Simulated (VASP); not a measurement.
Input of a VASP 6.6.1 run:

File INCAR:

```
SYSTEM = HfN
  PREC = Accurate
  ENCUT = 520
  EDIFF = 1E-7
  ISMEAR = -1
  SIGMA = 0.05
  LREAL = .FALSE.
  LASPH = .TRUE.
  NELM = 100
  ALGO = Normal
  ISIF = 2
  LWAVE = .FALSE.
  LCHARG = .TRUE.
  GGA = PS
  LELF = .TRUE.
  LVHAR = .TRUE.
  NBANDS = 23
```

File KPOINTS:

```
regular mesh
0
G
  10 10 5
  0 0 0
```

Contents of POSCAR:

```
HfN
1.0
    3.0610555228      0.0000000000      0.0000000000
   -1.5305277614      2.6509518452      0.0000000000
    0.0000000000      0.0000000000      5.2829209507
Hf N
2 2
Direct
    0.3333333333      0.6666666667      0.2500000000
    0.6666666667      0.3333333333      0.7500000000
    0.0000000000      0.0000000000      0.5000000000
    0.0000000000      0.0000000000      0.0000000000
```

Potentials or basis: VASP PAW PBE potentials, release 64 (Hf_pv, N).

Command:

```bash
$ cat potpaw_PBE.64/Hf_pv/POTCAR potpaw_PBE.64/N/POTCAR > POTCAR
$ mpirun -np 1 vasp_std > vasp.out
```

(1) What does it give for the pressure?

(2) What does it give for the band gap on the k mesh?

Results:

(1) 17.9 GPa.

(2) zero (bands 15 and 16 overlap by 1.92 eV).

Caveat: the cell stands under pressure; the PAW data sets were made with another functional, which shifts forces and pressure a little; spin-orbit coupling is left out, which moves the levels of the heavy elements.
